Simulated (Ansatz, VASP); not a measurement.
## One calculation of Zn3Bi2, two programs

```xyz
5
Lattice="3.6252 0.0000 0.0000 0.0000 3.6252 0.0000 0.0000 0.0000 9.3258" Properties=species:S:1:pos:R:3 pbc="T T T"
Zn    0.0000    0.0000    0.0000
Zn    0.0000    0.0000    4.6629
Zn    1.8126    1.8126    4.6629
Bi    1.8126    1.8126    1.6937
Bi    1.8126    1.8126    7.6321
```

Alike in both runs: functional PBE; k mesh 10 × 10 × 4; occupations gaussian, width 0.1 eV; no spin polarisation.

Ansatz relaxed the structure, and its values are those at the end. VASP's run is a single point on that final structure, the one shown.

|  | VASP | Ansatz |
| --- | --- | --- |
| version | VASP 6.6.1 | Ansatz 0.2.0 |
| potentials or method | VASP PAW PBE potentials, release 64 (Zn, Bi_d), cutoff 520 eV | scalar-relativistic, plane waves, PAW |
| valence electrons in the cell | 66 | 66 |

|  | VASP | Ansatz | Ansatz less VASP |
| --- | --- | --- | --- |
| gap on the k mesh at the Fermi level (eV) | none | none | - |
| pressure (GPa) | 0.0 | 0.0 | -0.05 |

A gap of «none» marks a metal or a gap that the smearing closes. With one functional, cell and mesh, what is left measures potentials, basis and numerics.

Spin-orbit coupling is off throughout.
